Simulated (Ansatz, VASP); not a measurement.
# InP3 in VASP and in Ansatz

INCAR

```
PREC = Accurate
ENCUT = 520
EDIFF = 1E-6
ISMEAR = 0
SIGMA = 0.1
LREAL = F
LASPH = T
NELM = 100
ALGO = Normal
ISIF = 2
LWAVE = F
LCHARG = F
GGA = PS
NBANDS = 38
```

File KPOINTS:

```
regular mesh
0
Gamma
  3 3 3
```

Contents of POSCAR:

```
InP3
1.0
    3.7244993001      2.1503406735      3.2950000000
   -3.7244993001      2.1503406735      3.2950000000
    0.0000000000     -4.3006813470      3.2950000000
In P
2 6
Direct
    0.2755000000      0.2755000000      0.2755000000
    0.7245000000      0.7245000000      0.7245000000
    0.7963000000      0.2414000000      0.7963000000
    0.7963000000      0.7963000000      0.2414000000
    0.2414000000      0.7963000000      0.7963000000
    0.2037000000      0.7586000000      0.2037000000
    0.7586000000      0.2037000000      0.2037000000
    0.2037000000      0.2037000000      0.7586000000
```

Input for Ansatz:

```yaml
crystal:
  lattice:
    - [3.7244993001, 2.1503406735, 3.295]
    - [-3.7244993001, 2.1503406735, 3.295]
    - [0.0, -4.300681347, 3.295]
  atoms:
    - { symbol: In, position: [0.2755, 0.2755, 0.2755] }
    - { symbol: In, position: [0.7245, 0.7245, 0.7245] }
    - { symbol: P, position: [0.7963, 0.2414, 0.7963] }
    - { symbol: P, position: [0.7963, 0.7963, 0.2414] }
    - { symbol: P, position: [0.2414, 0.7963, 0.7963] }
    - { symbol: P, position: [0.2037, 0.7586, 0.2037] }
    - { symbol: P, position: [0.7586, 0.2037, 0.2037] }
    - { symbol: P, position: [0.2037, 0.2037, 0.7586] }
basis:
  ecutwfc: 420
kpoints:
  mp_grid: { grid: [3, 3, 3] }
hamiltonian:
  xc: pbesol
scf:
  occupations: { method: gaussian, width: 0.1 }
output:
  forces: true
  stress: true
  eigenvalues: true
```

Alike in both runs: task single point; functional PBEsol; k mesh 3 × 3 × 3; occupations gaussian, width 0.1 eV; no spin polarisation.

|  | VASP | Ansatz |
| --- | --- | --- |
| version | VASP 6.6.1 | Ansatz 0.2.0 |
| potentials or method | VASP PAW PBE potentials, release 64 (In_d, P), cutoff 520 eV | scalar-relativistic, plane waves, PAW |
| valence electrons in the cell | 56 | 56 |

|  | VASP | Ansatz | Ansatz less VASP |
| --- | --- | --- | --- |
| pressure (GPa) | -0.3 | -0.3 | 0.00 |
| traceless stress, the component that is largest in VASP (GPa) | -0.23 | -0.28 | -0.050 |
| rms of the force components (eV/Å) | 0.141 | 0.151 | +0.0102 |

VASP's potentials were made for PBE, not for PBEsol. Atom by atom the forces differ by 0.011 eV/Å (rms over components). With one functional, cell and mesh, what is left measures potentials, basis and numerics.

The k mesh is coarse, so the values compare programs but aren't converged.
